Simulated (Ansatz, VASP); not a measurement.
**CeO2 in VASP and in Ansatz**

File INCAR:

```
SYSTEM = CeO2
  PREC = Accurate
  ENCUT = 520
  EDIFF = 1E-6
  ISMEAR = 0
  SIGMA = 0.1
  LREAL = .False.
  LASPH = .True.
  NELM = 80
  ALGO = Normal
  ISIF = 2
  LWAVE = .False.
  LCHARG = .False.
  GGA = PE
  IVDW = 12
  NBANDS = 19
```

KPOINTS

```
Automatic mesh
0
Gamma
  6 6 6
  0 0 0
```

The input POSCAR:

```
CeO2
1.0
    0.0000000000      2.7036500000      2.7036500000
    2.7036500000      0.0000000000      2.7036500000
    2.7036500000      2.7036500000      0.0000000000
Ce O
1 2
Direct
    0.0000000000      0.0000000000      0.0000000000
    0.2500000000      0.2500000000      0.2500000000
    0.7500000000      0.7500000000      0.7500000000
```

Input for Ansatz:

```yaml
crystal:
  lattice:
    - [0.0, 2.70365, 2.70365]
    - [2.70365, 0.0, 2.70365]
    - [2.70365, 2.70365, 0.0]
  atoms:
    - { symbol: Ce, position: [0.0, 0.0, 0.0] }
    - { symbol: O, position: [0.25, 0.25, 0.25] }
    - { symbol: O, position: [0.75, 0.75, 0.75] }
basis:
  ecutwfc: 420
kpoints:
  mp_grid: { grid: [6, 6, 6] }
hamiltonian:
  xc: pbe
  dispersion: d3bj
scf:
  occupations: { method: gaussian, width: 0.1 }
output:
  forces: true
  stress: true
  eigenvalues: true
```

Alike in both runs: task single point; functional PBE; dispersion D3(BJ); k mesh 6 × 6 × 6; occupations gaussian, width 0.1 eV; no spin polarisation.

|  | VASP | Ansatz |
| --- | --- | --- |
| version | VASP 6.6.1 | Ansatz 0.2.0 |
| potentials or method | VASP PAW PBE potentials, release 64 (Ce, O), cutoff 520 eV | scalar-relativistic, plane waves, PAW |
| valence electrons in the cell | 24 | 24 |

Ansatz gave:

```
gap on the k mesh at the Fermi level (eV) : 2.11
least direct gap on the mesh (eV)         : 2.18
pressure (GPa)                            : 2.6
```

Estimate VASP's values.

gap on the k mesh at the Fermi level (eV): 2.07; least direct gap on the mesh (eV): 2.14; pressure (GPa): 2.6.

Neither program's run includes spin-orbit coupling.
